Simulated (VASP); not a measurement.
Here is a VASP 6.6.1 calculation.

Contents of INCAR:

```
  PREC = Accurate
  ENCUT = 520
  EDIFF = 1E-6
  ISMEAR = -1
  SIGMA = 0.1
  LREAL = F
  LASPH = T
  NELM = 150
  ALGO = Normal
  ISIF = 2
  LWAVE = F
  LCHARG = F
  MAGMOM = 0 0 0 0 0 0
  LORBIT = 11
  LSORBIT = T
  GGA_COMPAT = F
  LORBMOM = T
  GGA = PE
  ALDAC = 0.0
  AGGAC = 0.0
  NBANDS = 20
```

Contents of KPOINTS:

```
Automatic mesh
0
Gamma
  6 6 6
```

POSCAR

```
Si
1.0
    0.0000000000      2.7398772164      2.7398772164
    2.7398772164      0.0000000000      2.7398772164
    2.7398772164      2.7398772164      0.0000000000
Si
2
Direct
    0.5000000000      0.5000000000      0.5000000000
    0.7500000000      0.7500000000      0.7500000000
```

Potentials or basis: VASP PAW PBE potentials, release 64 (Si).

Launch:

```bash
$ cat potpaw_PBE.64/Si/POTCAR > POTCAR
$ mpirun -np 1 vasp_ncl > vasp.out
```

**Question.** What does it give for the pressure?

**Answer.** 8.3 GPa.

**Question.** Estimate the net moment.

**Answer.** 0.00 μB per cell.

Moments on the atoms (μB; x, y, z):
```
Si  0.00 0.00 0.00
Si  0.00 0.00 0.00
```
